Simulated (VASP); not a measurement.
# KF in VASP: notebook

Runs on KF. Level: LDA. Tasks: single point.

All numbers are computed with VASP 6.6.1; they aren't measurements. Logs are shortened: lines on timing, memory, paths and dates and some standing lists are left out, and cuts for length are marked.

## Step 1: The cell of the first run

Symmetry: Pm-3m, No. 221, cubic system. Conventional cell: a = 3.083 Å, b = 3.083 Å, c = 3.083 Å, α = 90.00°, β = 90.00°, γ = 90.00°. Within 3.5 Å of K (site symmetry m-3m) lie 8 F at 2.67 Å and 6 K at 3.08 Å. F (site symmetry m-3m) has 8 K at 2.67 Å and 6 F at 3.08 Å within 3.5 Å.

## Step 2: Single point, LDA

INCAR

```
ALGO     = Normal         # electronic algorithm
EDIFF    = 1E-7           # SCF threshold, eV
ENCUT    = 520            # plane-wave cutoff, eV
GGA      = CA             # functional
ISIF     = 2              # what is computed and relaxed
ISMEAR   = 0              # smearing method
LASPH    = True           # aspherical terms in the spheres
LCHARG   = False          # write CHGCAR
LREAL    = False          # projectors in reciprocal space
LWAVE    = False          # write WAVECAR
NBANDS   = 15             # bands
NELM     = 60             # most SCF steps
PREC     = Accurate       # precision mode
SIGMA    = 0.01           # smearing width, eV
```

KPOINTS

```
k-points
0
Gamma
  8 8 8
```

POSCAR

```
KF
1.0
    3.0832301891      0.0000000000      0.0000000000
    0.0000000000      3.0832301891      0.0000000000
    0.0000000000      0.0000000000      3.0832301891
K F
1 1
Direct
    0.0000000000      0.0000000000      0.0000000000
    0.5000000000      0.5000000000      0.5000000000
```

Potentials or basis: VASP PAW LDA potentials, release 64 (K_sv, F).

Run with:

```
$ cat potpaw_LDA.64/K_sv/POTCAR potpaw_LDA.64/F/POTCAR > POTCAR
$ mpirun -np 1 vasp_std > vasp.out
```

OUTCAR:

```text
EDIFF = 1E-7
   ENCUT = 520
   GGA = CA
   ISIF = 2
   ISMEAR = 0
   LASPH = True
   LREAL = False
   NELM = 60
   PREC = Accurate

 ion  position               nearest neighbor table
   1  0.000  0.000  0.000-   2 2.67   2 2.67   2 2.67   2 2.67   2 2.67   2 2.67   2 2.67   2 2.67

   2  0.500  0.500  0.500-   1 2.67   1 2.67   1 2.67   1 2.67   1 2.67   1 2.67   1 2.67   1 2.67

  LATTYP: Found a simple cubic cell.
 ALAT       =     3.0832301891

  Lattice vectors:

 A1 = (   3.0832301891,   0.0000000000,   0.0000000000)
 A2 = (   0.0000000000,   3.0832301891,   0.0000000000)
 A3 = (   0.0000000000,   0.0000000000,   3.0832301891)

Analysis of symmetry for initial positions (statically):
=====================================================================
 Subroutine PRICEL returns:
 Original cell was already a primitive cell.

 Routine SETGRP: Setting up the symmetry group for a
 simple cubic supercell.

 Subroutine GETGRP returns: Found 48 space group operations
 (whereof 48 operations were pure point group operations)
 out of a pool of 48 trial point group operations.

The static configuration has the point symmetry O_h .

Analysis of symmetry for dynamics (positions and initial velocities):
=====================================================================
 Subroutine PRICEL returns:
 Original cell was already a primitive cell.

 Routine SETGRP: Setting up the symmetry group for a
 simple cubic supercell.

 Subroutine GETGRP returns: Found 48 space group operations
 (whereof 48 operations were pure point group operations)
 out of a pool of 48 trial point group operations.

The dynamic configuration has the point symmetry O_h .

 Subroutine INISYM returns: Found 48 space group operations
 (whereof 48 operations are pure point group operations),
 and found     1 'primitive' translations

----------------------------------------------------------------------------------------

                                     Primitive cell

  volume of cell :      29.3101

  direct lattice vectors                    reciprocal lattice vectors
     3.083230189  0.000000000  0.000000000     0.324335174  0.000000000  0.000000000
     0.000000000  3.083230189  0.000000000     0.000000000  0.324335174  0.000000000
     0.000000000  0.000000000  3.083230189     0.000000000  0.000000000  0.324335174

  length of vectors
     3.083230189  3.083230189  3.083230189     0.324335174  0.324335174  0.324335174

  position of ions in fractional coordinates (direct lattice)
     0.000000000  0.000000000  0.000000000
     0.500000000  0.500000000  0.500000000

  ion indices of the primitive-cell ions
   primitive index   ion index
                 1           1
                 2           2

----------------------------------------------------------------------------------------

 KPOINTS: k-points

Automatic generation of k-mesh.
 Grid dimensions read from file:
 generate k-points for:    8    8    8

 Generating k-lattice:

  Cartesian coordinates                     Fractional coordinates (reciprocal lattice)
     0.040541897  0.000000000  0.000000000     0.125000000  0.000000000  0.000000000
     0.000000000  0.040541897  0.000000000     0.000000000  0.125000000  0.000000000
     0.000000000  0.000000000  0.040541897     0.000000000  0.000000000  0.125000000

  Length of vectors
     0.040541897  0.040541897  0.040541897

  Shift w.r.t. Gamma in fractional coordinates (k-lattice)
     0.000000000  0.000000000  0.000000000

 Subroutine IBZKPT returns following result:
 ===========================================

 Found     35 irreducible k-points:

 Following reciprocal coordinates:
            Coordinates               Weight
  0.000000  0.000000  0.000000      1.000000
  0.125000  0.000000  0.000000      6.000000
  0.250000  0.000000  0.000000      6.000000
  0.375000  0.000000  0.000000      6.000000
  0.500000  0.000000  0.000000      3.000000
  0.125000  0.125000  0.000000     12.000000
[... 16 lines left out ...]
  0.375000  0.375000  0.125000     24.000000
  0.500000  0.375000  0.125000     24.000000
 [... further k-points ...]
   k-points           NKPTS =     35   k-points in BZ     NKDIM =     35   number of bands    NBANDS=     15
   number of dos      NEDOS =    301   number of ions     NIONS =      2
   total plane-waves  NPLWV =  13824
   dimension x,y,z NGX =    24 NGY =   24 NGZ =   24
   dimension x,y,z NGXF=    48 NGYF=   48 NGZF=   48
   ions per type =               1   1
   NGX,Y,Z   is equivalent  to a cutoff of  12.94, 12.94, 12.94 a.u.
   NGXF,Y,Z  is equivalent  to a cutoff of  25.88, 25.88, 25.88 a.u.
 SYSTEM =  unknown system
   PREC   = accura    normal or accurate (medium, high low for compatibility)
   ISTART =      0    job   : 0-new  1-cont  2-samecut
   ICHARG =      2    charge: 1-file 2-atom 10-const
   ISPIN  =      1    spin polarized calculation?
   LNONCOLLINEAR =      F non collinear calculations
   LSORBIT =      F    spin-orbit coupling
   LASPH  =      T    aspherical Exc in radial PAW
   ENCUT  =  520.0 eV  38.22 Ry    6.18 a.u.   5.73  5.73  5.73*2*pi/ulx,y,z
   NELM   =     60;   NELMIN=  2; NELMDL= -5     # of ELM steps
   EDIFF  = 0.1E-06   stopping-criterion for ELM
   LREAL  =      F    real-space projection
   EDIFFG = 0.1E-05   stopping-criterion for IOM
   NSW    =      0    number of steps for IOM
   IBRION =     -1    ionic relax: 0-MD 1-quasi-New 2-CG
   NFREE  =      0    steps in history (QN), initial steepest desc. (CG)
   ISIF   =      2    stress and relaxation
   ISYM   =      2    0-nonsym 1-usesym 2-fastsym
   POTIM  = 0.5000    time-step for ionic-motion
   TEBEG  =    0.0;   TEEND  =   0.0 temperature during run
   PSTRESS=    0.0 pullay stress
   NELECT =      16.0000    total number of electrons
   NUPDOWN=      -1.0000    fix difference up-down
   EMIN   =  10.00;   EMAX   =-10.00  energy-range for DOS
   EFERMI =   0.00;   METHOD = LEGACY
   ISMEAR =     0;   SIGMA  =   0.01  broadening in eV -4-tet -1-fermi 0-gaus
   EFERMI_NEDOS =   21; number of points for ismear=-14 and -15
   IALGO  =     38    algorithm
   IMIX   =      4    mixing-type and parameters
     AMIX     =   0.40;   BMIX     =  1.00
     AMIX_MAG =   1.60;   BMIX_MAG =  1.00
  volume/ion in A,a.u.               =      14.66        98.90
  Fermi-wavevector in a.u.,A,eV,Ry     =   1.337957  2.528372 24.356189  1.790129
  Thomas-Fermi vector in A             =   2.466465
   LORBIT       =      0    0 simple, 1 ext, 2 COOP (PROOUT), +10 PAW based schemes
   GGA     = CA    functional components
   LHFCALC =     F    Hartree Fock is set to
   AEXX    =    0.0000 exact exchange contribution
   IVDW    =     0    specifies the selected vdW correction
   LEPSILON=     F    determine dielectric tensor
   LRPA    =     F    only Hartree local field effects (RPA)
 non-spin polarized calculation
 Gauss-broadening in eV      SIGMA  =   0.01
  energy-cutoff  :      520.00
  volume of cell :       29.31
 maximum number of plane-waves:       840
 NGX is ok and might be reduce to    24
   NGX = 11   NGY = 11   NGZ = 11

 number of electron      16.0000014 magnetization

 Free energy of the ion-electron system (eV)
  ---------------------------------------------------
  ext. energy  EPLUGINS =         0.00000000
  ---------------------------------------------------
  free energy    TOTEN  =        -8.96775714 eV

  energy without entropy =       -8.96775714  energy(sigma->0) =       -8.96775714

 E-fermi :  -1.7683     XC(G=0): -10.5624

 val. band max:       -1.8742161087   @ k =   0.5000   0.5000   0.0000
 cond. band min:       5.3306879096   @ k =   0.0000   0.0000   0.0000
 fundamental gap:      7.2049040183
 Fermi energy:        -1.7683206756

 k-point     1 :       0.0000    0.0000    0.0000
  band No.  band energies     occupation
      1     -28.0829      2.00000
      2     -20.4821      2.00000
      3     -11.0635      2.00000
      4     -11.0635      2.00000
      5     -11.0635      2.00000
      6      -1.8768      2.00000
      7      -1.8768      2.00000
      8      -1.8768      2.00000
      9       5.3307      0.00000
     10       6.3512      0.00000
     11       6.3512      0.00000
     12      13.0286      0.00000
     13      13.0286      0.00000
     14      13.0286      0.00000
     15      21.2030      0.00000

 k-point     2 :       0.1250    0.0000    0.0000
  band No.  band energies     occupation
      1     -28.0463      2.00000
      2     -20.5001      2.00000
      3     -11.2222      2.00000
      4     -11.0346      2.00000
      5     -11.0346      2.00000
      6      -2.1450      2.00000
      7      -1.9083      2.00000
      8      -1.9083      2.00000
      9       5.8062      0.00000
     10       6.4947      0.00000
     11       6.8312      0.00000
     12      12.7171      0.00000
     13      12.7171      0.00000
     14      13.0898      0.00000
     15      19.8657      0.00000

 k-point     3 :       0.2500    0.0000    0.0000
  band No.  band energies     occupation
      1     -27.9560      2.00000
      2     -20.5472      2.00000
      3     -11.5785      2.00000
      4     -10.9637      2.00000
      5     -10.9637      2.00000
      6      -2.7182      2.00000
      7      -1.9871      2.00000
      8      -1.9871      2.00000
      9       6.8796      0.00000
     10       6.8799      0.00000
     11       8.1343      0.00000
     12      12.0872      0.00000
     13      12.0872      0.00000
     14      13.2430      0.00000
     15      17.7824      0.00000
[... 343 lines left out ...]
 k-point    23 :       0.3750    0.3750    0.1250
  band No.  band energies     occupation
      1     -27.6606      2.00000
      2     -20.4327      2.00000
      3     -12.0956      2.00000
      4     -12.0027      2.00000
      5     -10.9708      2.00000
      6      -2.7181      2.00000
      7      -2.5338      2.00000
      8      -2.0998      2.00000
      9       7.7036      0.00000
     10       8.1880      0.00000
     11      10.5068      0.00000
     12      10.6231      0.00000
     13      11.8529      0.00000
     14      12.7504      0.00000
     15      17.0824      0.00000

 k-point    24 :       0.5000    0.3750    0.1250
  band No.  band energies     occupation
      1     -27.6300      2.00000
      2     -20.4078      2.00000
      3     -12.2276      2.00000
      4     -12.0735      2.00000
      5     -10.9449      2.00000
      6      -2.6938      2.00000
      7      -2.5839      2.00000
      8      -2.0886      2.00000
      9       7.4760      0.00000
     10       8.1509      0.00000
     11      10.3161      0.00000
     12      10.5414      0.00000
     13      12.3347      0.00000
     14      14.0254      0.00000
     15      16.1079      0.00000

 [... further k-points ...]
[... 5 lines left out ...]
  --------------------------------------------------------------------------------------
  -------------------------------------------------------------------------------------
  Total        0.0645726      0.0645726      0.0645726      0.0000000      0.0000000      0.0000000
  in kB        3.5297283      3.5297283      3.5297283      0.0000000      0.0000000      0.0000000
  external PRESSURE =       3.5297283 kB  Pullay stress =       0.0000000 kB

 VOLUME and BASIS-vectors are now :
 -----------------------------------------------------------------------------
  energy-cutoff  :      520.00
  volume of cell :       29.31
      direct lattice vectors                 reciprocal lattice vectors
     3.083230189  0.000000000  0.000000000     0.324335174  0.000000000  0.000000000
     0.000000000  3.083230189  0.000000000     0.000000000  0.324335174  0.000000000
     0.000000000  0.000000000  3.083230189     0.000000000  0.000000000  0.324335174

 POSITION                                       TOTAL-FORCE (eV/Angst)
 -----------------------------------------------------------------------------------
      0.00000      0.00000      0.00000         0.000000      0.000000      0.000000
      1.54162      1.54162      1.54162         0.000000      0.000000      0.000000
 -----------------------------------------------------------------------------------
    total drift:                                0.000000      0.000000     -0.000000

  FREE ENERGIE OF THE ION-ELECTRON SYSTEM (eV)
  ---------------------------------------------------
  free  energy   TOTEN  =        -8.9677571368 eV

  energy  without entropy=       -8.9677571368  energy(sigma->0) =       -8.96775714
```

It took 9 s on 1 thread of AMD EPYC 7R43 (Zen 3), shared host; peak memory 0.1 GiB.

What came out:

```yaml
Free_energy: -8.9678 eV
Pressure: 0.4 GPa
Band_gap_on_the_k_mesh: 7.20 eV, indirect (the least direct gap lies 2.6 meV higher)
```

## Step 3: Single point, LDA

This run uses another cell than the first one, of 14.44 Å³/atom, 0.985 times its volume.

INCAR

```
SYSTEM = KF
  PREC = Accurate
  ENCUT = 520
  EDIFF = 1E-6
  ISMEAR = 0
  SIGMA = 0.01
  LREAL = .FALSE.
  LASPH = .TRUE.
  NELM = 100
  ALGO = Normal
  ISIF = 2
  LWAVE = .FALSE.
  LCHARG = .FALSE.
  NBANDS = 15
```

KPOINTS

```
Automatic mesh
0
G
  8 8 8
  0 0 0
```

POSCAR

```
KF
1.0
    3.0678140382      0.0000000000      0.0000000000
    0.0000000000      3.0678140382      0.0000000000
    0.0000000000      0.0000000000      3.0678140382
K F
1 1
Direct
    0.0000000000      0.0000000000      0.0000000000
    0.5000000000      0.5000000000      0.5000000000
```

Potentials or basis: VASP PAW LDA potentials, release 64 (K_sv, F).

Run with:

```
$ cat potpaw_LDA.64/K_sv/POTCAR potpaw_LDA.64/F/POTCAR > POTCAR
$ mpirun -np 1 vasp_std > vasp.out
```

Wall time 8.8 s (1 thread of AMD EPYC 7R43 (Zen 3), shared host); peak memory 0.1 GiB.

It converged, with:

```yaml
Free_energy: -8.9650 eV
Pressure: 1.2 GPa
Band_gap_on_the_k_mesh: 7.34 eV, direct
```

Levels at points of the mesh, in eV from the valence-band top:
```csv
k point,band 4,band 5,band 6,band 7,band 8,band 9,band 10,band 11,band 12,band 13
"(0.00, 0.00, 0.00)",-9.14,-9.14,0.00,0.00,0.00,7.34,8.23,8.23,15.00,15.00
"(0.50, 0.00, 0.00)",-8.93,-8.93,-1.56,-0.24,-0.24,9.46,10.35,12.50,13.34,13.34
"(0.50, 0.50, 0.00)",-10.44,-8.79,-0.63,-0.63,0.00,8.74,9.37,12.51,12.51,16.10
"(0.50, 0.50, 0.50)",-10.04,-10.04,-1.46,-1.46,-1.46,11.17,11.17,11.17,17.00,17.00
```

A k mesh can miss the band edges. Expect the measured gap to be larger: semilocal functionals such as LDA lack the derivative discontinuity.

(Continued in part 2 of 2.)
